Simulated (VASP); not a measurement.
Crystal: Si4Mo3.

```
CELL_PARAMETERS angstrom
5.12527 0.00000 0.00000
0.00000 5.12527 0.00000
0.00000 0.00000 4.56974
ATOMIC_POSITIONS crystal
Si 0.72541 0.00000 0.51594
Si 0.27459 0.00000 0.51594
Si 0.00000 0.72541 0.51594
Si 0.00000 0.27459 0.51594
Mo 0.50000 0.00000 0.13246
Mo 0.00000 0.50000 0.13246
Mo 0.50000 0.50000 0.94662
```

The cell was built from a structure type or drawn by symmetry, and may not be a known phase.

- Program: VASP 6.6.1
- Task: relaxation of cell and atoms
- Functional: PBE
- Potentials or basis: VASP PAW PBE potentials, release 64 (Si, Mo_sv)
- Cutoff: 500 eV
- k mesh: 3 × 3 × 4
- Occupations: gaussian, width 0.2 eV
- Spin: no spin polarisation

At the start: pressure 37.3 GPa; volume 17.15 Å³/atom.

Question: How do energy, volume and symmetry change on relaxing?

Answer: Over 34 steps the energy falls by 1060.0 meV/atom and the volume is 18.92 Å³/atom (+10.3 %); space group P4mm (No. 99, to 0.1 Å) before, P4/mmm (No. 123, to 0.1 Å).

Step by step:
| step | energy change (eV) | largest force (eV/Å) | pressure (GPa) | volume (Å³) |
| --- | --- | --- | --- | --- |
| 1 | 0.0000 | 10.9407 | 37.32 | 120.04 |
| 2 | -0.3545 | 3.1864 | -15.79 | 203.46 |
| 3 | -6.1346 | 0.7414 | -10.52 | 149.72 |
| 4 | -6.2936 | 1.0061 | -8.40 | 146.16 |
| 5 | -6.3547 | 1.4713 | -5.12 | 141.79 |
| 6 | -6.3565 | 1.4141 | -5.50 | 142.25 |
| 7 | -6.8193 | 1.1066 | 1.49 | 131.81 |
| 8 | -6.8250 | 1.1998 | 2.62 | 130.59 |
| 9 | -6.9876 | 0.3938 | 4.11 | 128.91 |
| 10 | -7.0062 | 0.0398 | 3.50 | 129.31 |
| 11 | -7.0369 | 0.2674 | -2.12 | 135.30 |
| 12 | -7.0522 | 0.1909 | -0.16 | 133.05 |
| 13 | -7.0550 | 0.2436 | -0.04 | 132.94 |
| 14 | -7.0583 | 0.3981 | 0.33 | 132.61 |
| 15 | -7.0592 | 0.4136 | 0.34 | 132.61 |
| 16 | -7.0618 | 0.4611 | 0.35 | 132.62 |
| 17 | -7.0676 | 0.5581 | 0.37 | 132.63 |
| 18 | -7.0803 | 0.7443 | 0.40 | 132.65 |
| 19 | -7.1012 | 0.9372 | 0.44 | 132.68 |
| 20 | -7.0115 | 1.1268 | 0.89 | 132.68 |
| 21 | -7.1000 | 0.9365 | 0.46 | 132.68 |
| 22 | -7.1018 | 0.9348 | 0.45 | 132.69 |
| 23 | -7.1066 | 0.9252 | 0.43 | 132.73 |
| 24 | -7.1140 | 0.8846 | 0.39 | 132.79 |
| 25 | -7.1170 | 0.7317 | 0.34 | 132.90 |
| 26 | -7.1307 | 0.6931 | 0.25 | 132.96 |
| 27 | -7.1678 | 0.7427 | 0.02 | 133.14 |
| 28 | -7.2180 | 0.9059 | -0.43 | 133.49 |
| 29 | -7.2005 | 1.2755 | -1.17 | 134.19 |
| 30 | -7.2306 | 1.0613 | -0.75 | 133.77 |
| 31 | -7.2878 | 0.8768 | -0.72 | 133.56 |
| 32 | -7.3982 | 0.3628 | -0.38 | 132.92 |
| 33 | -7.3408 | 0.4960 | 1.41 | 131.51 |
| 34 | -7.4203 | 0.0592 | 0.06 | 132.45 |

Final structure:
```cif
data_structure
_symmetry_space_group_name_H-M 'P 1'
_symmetry_Int_Tables_number 1
_cell_length_a 5.3552
_cell_length_b 5.3552
_cell_length_c 4.6184
_cell_angle_alpha 90.000
_cell_angle_beta 90.000
_cell_angle_gamma 90.000
_cell_volume 132.45
loop_
_atom_site_label
_atom_site_type_symbol
_atom_site_fract_x
_atom_site_fract_y
_atom_site_fract_z
_atom_site_occupancy
Si1 Si 0.70604 0.00000 0.53901 1
Si2 Si 0.29396 0.00000 0.53901 1
Si3 Si 0.00000 0.70604 0.53901 1
Si4 Si 0.00000 0.29396 0.53901 1
Mo1 Mo 0.50000 0.00000 0.03908 1
Mo2 Mo 0.00000 0.50000 0.03908 1
Mo3 Mo 0.50000 0.50000 0.04111 1
```

Caveat: the k points lie up to 0.39 Å⁻¹ apart in the final cell, too coarse for converged energies and pressures of a metal; the relaxation stopped at a loose force limit of 0.08 eV/Å, so its end isn't a converged minimum.
